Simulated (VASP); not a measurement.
# Cs (Fd-3m) in VASP: further runs

Cs is run at these levels: PBE; tasks: single point.

Program: VASP 6.6.1. These are calculated values, not measurements. Logs are shortened: lines on timing, memory, paths and dates and some standing lists are left out, and cuts for length are marked.

## Step 1: The cell of the first run

Symmetry: Fd-3m, No. 227, cubic system. The conventional cell has a = 8.421 Å, b = 8.421 Å, c = 8.421 Å, α = 90.00°, β = 90.00°, γ = 90.00°. Cs (site symmetry -43m) has 4 Cs at 3.65 Å within 4.8 Å.

This isn't the form of Cs at room conditions, which is bcc.

## Step 2: Single point, PBE (74.66 Å³/atom)

POSCAR

```
Cs
1.0
    0.0000000000      4.2107303824      4.2107303824
    4.2107303824      0.0000000000      4.2107303824
    4.2107303824      4.2107303824      0.0000000000
Cs
2
Direct
   -0.1250000000     -0.1250000000     -0.1250000000
    0.1250000000      0.1250000000      0.1250000000
```

INCAR.step1

```
PREC = Accurate
ENCUT = 520
EDIFF = 1E-6
ISMEAR = -1
SIGMA = 0.08
LREAL = F
LASPH = T
NELM = 80
ALGO = Normal
ISIF = 2
LWAVE = F
LCHARG = T
GGA = PE
NBANDS = 16
```

KPOINTS.step1

```
Automatic mesh
0
Gamma
  6 6 6
```

INCAR.step2

```
PREC = Accurate
ENCUT = 520
EDIFF = 1E-6
ISMEAR = -5
SIGMA = 0.08
LREAL = F
LASPH = T
NELM = 80
ALGO = Normal
ISIF = 2
LWAVE = F
LCHARG = F
GGA = PE
LORBIT = 11
NBANDS = 16
NEDOS = 2001
ICHARG = 11
```

KPOINTS.step2

```
Automatic mesh
0
Gamma
  9 9 9
```

Potentials or basis: VASP PAW PBE potentials, release 64 (Cs_sv).

Launch:

```bash
$ cat potpaw_PBE.64/Cs_sv/POTCAR > POTCAR
$ cp INCAR.step1 INCAR
$ cp KPOINTS.step1 KPOINTS
$ mpirun -np 1 vasp_std > vasp.out
$ cp INCAR.step2 INCAR
$ cp KPOINTS.step2 KPOINTS
$ mpirun -np 1 vasp_std > vasp.out
```

OUTCAR:

```text
PREC = Accurate
   ENCUT = 520
   EDIFF = 1E-6
   ISMEAR = -5
   LREAL = F
   LASPH = T
   NELM = 80
   ISIF = 2
   GGA = PE
   LORBIT = 11
   ICHARG = 11

 ion  position               nearest neighbor table
   1  0.875  0.875  0.875-
   2  0.125  0.125  0.125-

  LATTYP: Found a face centered cubic cell.
 ALAT       =     8.4214607648

  Lattice vectors:

 A1 = (   0.0000000000,   4.2107303824,   4.2107303824)
 A2 = (   4.2107303824,   0.0000000000,   4.2107303824)
 A3 = (   4.2107303824,   4.2107303824,   0.0000000000)

Analysis of symmetry for initial positions (statically):
=====================================================================
 Subroutine PRICEL returns:
 Original cell was already a primitive cell.

 Routine SETGRP: Setting up the symmetry group for a
 face centered cubic supercell.

 Subroutine GETGRP returns: Found 48 space group operations
 (whereof 12 operations were pure point group operations)
 out of a pool of 48 trial point group operations.

The static configuration has the point symmetry D_3d.
 The point group associated with its full space group is O_h .

Analysis of symmetry for dynamics (positions and initial velocities):
=====================================================================
 Subroutine PRICEL returns:
 Original cell was already a primitive cell.

 Routine SETGRP: Setting up the symmetry group for a
 face centered cubic supercell.

 Subroutine GETGRP returns: Found 48 space group operations
 (whereof 12 operations were pure point group operations)
 out of a pool of 48 trial point group operations.

The dynamic configuration has the point symmetry D_3d.
 The point group associated with its full space group is O_h .

 Subroutine INISYM returns: Found 48 space group operations
 (whereof 12 operations are pure point group operations),
 and found     1 'primitive' translations

----------------------------------------------------------------------------------------

                                     Primitive cell

  volume of cell :     149.3146

  direct lattice vectors                    reciprocal lattice vectors
     0.000000000  4.210730382  4.210730382    -0.118744245  0.118744245  0.118744245
     4.210730382  0.000000000  4.210730382     0.118744245 -0.118744245  0.118744245
     4.210730382  4.210730382  0.000000000     0.118744245  0.118744245 -0.118744245

  length of vectors
     5.954872014  5.954872014  5.954872014     0.205671065  0.205671065  0.205671065

  position of ions in fractional coordinates (direct lattice)
     0.875000000  0.875000000  0.875000000
     0.125000000  0.125000000  0.125000000

  ion indices of the primitive-cell ions
   primitive index   ion index
                 1           1
                 2           2

----------------------------------------------------------------------------------------

 KPOINTS: Automatic mesh

Automatic generation of k-mesh.
 Grid dimensions read from file:
 generate k-points for:    9    9    9

 Generating k-lattice:

  Cartesian coordinates                     Fractional coordinates (reciprocal lattice)
    -0.013193805  0.013193805  0.013193805     0.111111111  0.000000000  0.000000000
     0.013193805 -0.013193805  0.013193805     0.000000000  0.111111111  0.000000000
     0.013193805  0.013193805 -0.013193805     0.000000000  0.000000000  0.111111111

  Length of vectors
     0.022852341  0.022852341  0.022852341

  Shift w.r.t. Gamma in fractional coordinates (k-lattice)
     0.000000000  0.000000000  0.000000000

 TETIRR: Found    115 inequivalent tetrahedra from     4374

 Subroutine IBZKPT returns following result:
 ===========================================

 Found     35 irreducible k-points:

 Following reciprocal coordinates:
            Coordinates               Weight
  0.000000  0.000000  0.000000      1.000000
  0.111111  0.000000  0.000000      8.000000
  0.222222  0.000000  0.000000      8.000000
  0.333333  0.000000  0.000000      8.000000
  0.444444  0.000000  0.000000      8.000000
  0.111111  0.111111  0.000000      6.000000
[... 16 lines left out ...]
 -0.333333  0.333333  0.000000     12.000000
  0.444444  0.444444  0.000000      6.000000
 [... further k-points ...]
   k-points           NKPTS =     35   k-points in BZ     NKDIM =     35   number of bands    NBANDS=     16
   number of dos      NEDOS =   2001   number of ions     NIONS =      2
   total plane-waves  NPLWV = 110592
   dimension x,y,z NGX =    48 NGY =   48 NGZ =   48
   dimension x,y,z NGXF=    96 NGYF=   96 NGZF=   96
   ions per type =               2
   NGX,Y,Z   is equivalent  to a cutoff of  13.40, 13.40, 13.40 a.u.
   NGXF,Y,Z  is equivalent  to a cutoff of  26.80, 26.80, 26.80 a.u.
 SYSTEM =  unknown system
   PREC   = accura    normal or accurate (medium, high low for compatibility)
   ISTART =      0    job   : 0-new  1-cont  2-samecut
   ICHARG =     11    charge: 1-file 2-atom 10-const
   ISPIN  =      1    spin polarized calculation?
   LNONCOLLINEAR =      F non collinear calculations
   LSORBIT =      F    spin-orbit coupling
   LASPH  =      T    aspherical Exc in radial PAW
   ENCUT  =  520.0 eV  38.22 Ry    6.18 a.u.  11.07 11.07 11.07*2*pi/ulx,y,z
   NELM   =     80;   NELMIN=  2; NELMDL=  0     # of ELM steps
   EDIFF  = 0.1E-05   stopping-criterion for ELM
   LREAL  =      F    real-space projection
   EDIFFG = 0.1E-04   stopping-criterion for IOM
   NSW    =      0    number of steps for IOM
   IBRION =     -1    ionic relax: 0-MD 1-quasi-New 2-CG
   NFREE  =      0    steps in history (QN), initial steepest desc. (CG)
   ISIF   =      2    stress and relaxation
   ISYM   =      2    0-nonsym 1-usesym 2-fastsym
   POTIM  = 0.5000    time-step for ionic-motion
   TEBEG  =    0.0;   TEEND  =   0.0 temperature during run
   PSTRESS=    0.0 pullay stress
   NELECT =      18.0000    total number of electrons
   NUPDOWN=      -1.0000    fix difference up-down
   EMIN   =  10.00;   EMAX   =-10.00  energy-range for DOS
   EFERMI =   0.00;   METHOD = LEGACY
   ISMEAR =    -5;   SIGMA  =   0.08  broadening in eV -4-tet -1-fermi 0-gaus
   EFERMI_NEDOS =   21; number of points for ismear=-14 and -15
   IALGO  =     38    algorithm
   IMIX   =      4    mixing-type and parameters
     AMIX     =   0.40;   BMIX     =  1.00
     AMIX_MAG =   1.60;   BMIX_MAG =  1.00
  volume/ion in A,a.u.               =      74.66       503.81
  Fermi-wavevector in a.u.,A,eV,Ry     =   0.808720  1.528259  8.898594  0.654028
  Thomas-Fermi vector in A             =   1.917578
   LORBIT       =     11    0 simple, 1 ext, 2 COOP (PROOUT), +10 PAW based schemes
   GGA     = PE    functional components
   LHFCALC =     F    Hartree Fock is set to
   AEXX    =    0.0000 exact exchange contribution
   IVDW    =     0    specifies the selected vdW correction
   LEPSILON=     F    determine dielectric tensor
   LRPA    =     F    only Hartree local field effects (RPA)
 non-spin polarized calculation
 Fermi weights with tetrahedron method with Bloechl corrections
  energy-cutoff  :      520.00
  volume of cell :      149.31
 maximum number of plane-waves:      4040
 NGX is ok and might be reduce to    48

 number of electron      17.9999999 magnetization

 Free energy of the ion-electron system (eV)
  ---------------------------------------------------
  ext. energy  EPLUGINS =         0.00000000
  ---------------------------------------------------
  free energy    TOTEN  =        -0.43025694 eV

  energy without entropy =       -0.43025694  energy(sigma->0) =       -0.43025694

 E-fermi :   1.5792     XC(G=0):  -6.5987

 val. band max:        1.6080013521   @ k =  -0.4444   0.1111   0.0000
 cond. band min:       1.5619395145   @ k =   0.4444   0.4444   0.0000
 fundamental gap:     -0.0460618376
 Fermi energy:         1.5792375639

 k-point     1 :       0.0000    0.0000    0.0000
  band No.  band energies     occupation
      1     -22.8492      2.00000
      2     -22.3845      2.00000
      3      -9.9199      2.00000
      4      -9.9199      2.00000
      5      -9.9199      2.00000
      6      -9.0388      2.00000
[... 8 lines left out ...]
     15       4.7318      0.00000
     16       4.7318      0.00000

 k-point     2 :       0.1111    0.0000    0.0000
  band No.  band energies     occupation
      1     -22.8392      2.00000
      2     -22.3954      2.00000
      3      -9.9357      2.00000
      4      -9.9357      2.00000
      5      -9.9242      2.00000
      6      -9.0353      2.00000
[... 8 lines left out ...]
     15       4.3126      0.00000
     16       4.6800      0.00000

 k-point     3 :       0.2222    0.0000    0.0000
  band No.  band energies     occupation
      1     -22.8116      2.00000
      2     -22.4257      2.00000
      3      -9.9730      2.00000
      4      -9.9730      2.00000
      5      -9.9370      2.00000
      6      -9.0235      2.00000
[... 8 lines left out ...]
     15       4.0557      0.00000
     16       4.7187      0.00000

 k-point     4 :       0.3333    0.0000    0.0000
  band No.  band energies     occupation
      1     -22.7737      2.00000
      2     -22.4666      2.00000
      3     -10.0116      2.00000
      4     -10.0116      2.00000
      5      -9.9545      2.00000
      6      -9.0054      2.00000
[... 8 lines left out ...]
     15       3.8711      0.00000
     16       5.2002      0.00000
[... 324 lines left out ...]
 k-point    22 :      -0.4444    0.3333    0.0000
  band No.  band energies     occupation
      1     -22.6670      2.00000
      2     -22.5780      2.00000
      3     -10.1809      2.00000
      4     -10.1260      2.00000
      5      -9.6195      2.00000
      6      -9.3545      2.00000
[... 8 lines left out ...]
     15       4.2808      0.00000
     16       4.9577      0.00000

 k-point    23 :      -0.3333    0.3333    0.0000
  band No.  band energies     occupation
      1     -22.6803      2.00000
      2     -22.5644      2.00000
      3     -10.1911      2.00000
      4     -10.0987      2.00000
      5      -9.6747      2.00000
      6      -9.2863      2.00000
[... 8 lines left out ...]
     15       4.7527      0.00000
     16       4.8180      0.00000

 k-point    24 :       0.4444    0.4444    0.0000
  band No.  band energies     occupation
      1     -22.6628      2.00000
      2     -22.5823      2.00000
      3     -10.1530      2.00000
      4     -10.1530      2.00000
      5      -9.5723      2.00000
      6      -9.4259      2.00000
[... 8 lines left out ...]
     15       4.2083      0.00000
     16       4.9753      0.00000

 [... further k-points ...]
[... 5 lines left out ...]
  --------------------------------------------------------------------------------------
  -------------------------------------------------------------------------------------
  Total        1.7809355      1.7809355      1.7809355     -0.0000000     -0.0000000     -0.0000000
  in kB       19.1098148     19.1098148     19.1098148     -0.0000000     -0.0000000     -0.0000000
  external PRESSURE =      19.1098148 kB  Pullay stress =       0.0000000 kB

 VOLUME and BASIS-vectors are now :
 -----------------------------------------------------------------------------
  energy-cutoff  :      520.00
  volume of cell :      149.31
      direct lattice vectors                 reciprocal lattice vectors
     0.000000000  4.210730382  4.210730382    -0.118744245  0.118744245  0.118744245
     4.210730382  0.000000000  4.210730382     0.118744245 -0.118744245  0.118744245
     4.210730382  4.210730382  0.000000000     0.118744245  0.118744245 -0.118744245

 POSITION                                       TOTAL-FORCE (eV/Angst)
 -----------------------------------------------------------------------------------
      7.36878      7.36878      7.36878        -0.000000      0.000000      0.000000
      1.05268      1.05268      1.05268         0.000000     -0.000000     -0.000000
 -----------------------------------------------------------------------------------
    total drift:                                0.000000      0.000000      0.000000

  FREE ENERGIE OF THE ION-ELECTRON SYSTEM (eV)
  ---------------------------------------------------
  free  energy   TOTEN  =        -0.4302569421 eV

  energy  without entropy=       -0.4302569421  energy(sigma->0) =       -0.43025694

 total charge

# of ion       s       p       d       tot
------------------------------------------
    1        1.848   4.675   0.055   6.578
    2        1.848   4.675   0.055   6.578
--------------------------------------------------
tot          3.696   9.350   0.110  13.156
```

Wall time 2.1 min (1 thread of Intel Xeon 8259CL, shared host); peak memory 0.31 GiB.

What came out:

- Valence electrons inside the program's atomic spheres: Cs 6.58

Caveat: spin-orbit coupling is left out, which moves the levels of the heavy elements; tetrahedron occupations give inexact forces and stress in metals.

## Step 3: Single point, PBE (74.66 Å³/atom)

POSCAR is that of step 2.

INCAR.step1

```
SYSTEM = Cs
  PREC = Accurate
  ENCUT = 520
  EDIFF = 1E-6
  ISMEAR = -1
  SIGMA = 0.08
  LREAL = .False.
  LASPH = .True.
  NELM = 100
  ALGO = Normal
  ISIF = 2
  LWAVE = .False.
  LCHARG = .True.
  GGA = PE
  NBANDS = 16
```

KPOINTS.step1

```
regular mesh
0
Gamma
  6 6 6
  0 0 0
```

INCAR.step2

```
SYSTEM = Cs
  PREC = Accurate
  ENCUT = 520
  EDIFF = 1E-6
  ISMEAR = -5
  SIGMA = 0.08
  LREAL = .False.
  LASPH = .True.
  NELM = 100
  ALGO = Normal
  ISIF = 2
  LWAVE = .False.
  LCHARG = .False.
  GGA = PE
  LORBIT = 11
  NEDOS = 1001
  ICHARG = 11
```

KPOINTS.step2

```
regular mesh
0
Gamma
  9 9 9
  0 0 0
```

Potentials or basis: VASP PAW PBE potentials, release 64 (Cs_sv).

Launch:

```bash
$ cat potpaw_PBE.64/Cs_sv/POTCAR > POTCAR
$ cp INCAR.step1 INCAR
$ cp KPOINTS.step1 KPOINTS
$ mpirun -np 1 vasp_std > vasp.out
$ cp INCAR.step2 INCAR
$ cp KPOINTS.step2 KPOINTS
$ mpirun -np 1 vasp_std > vasp.out
```

It took 2.1 min on 1 thread of Intel Xeon 8259CL, shared host; peak memory 0.31 GiB.

It converged, with:

- Valence electrons inside the program's atomic spheres: Cs 6.58

Levels at points of the mesh, in eV from the Fermi level:
```
           k point  band 5  band 6  band 7  band 8  band 9  band 10  band 11  band 12  band 13
(0.00, 0.00, 0.00)  -11.50  -10.62  -10.62  -10.62   -1.67     1.21     1.21     2.02     2.02
```

Caveat: spin-orbit coupling is left out, which moves the levels of the heavy elements; tetrahedron occupations give inexact forces and stress in metals.
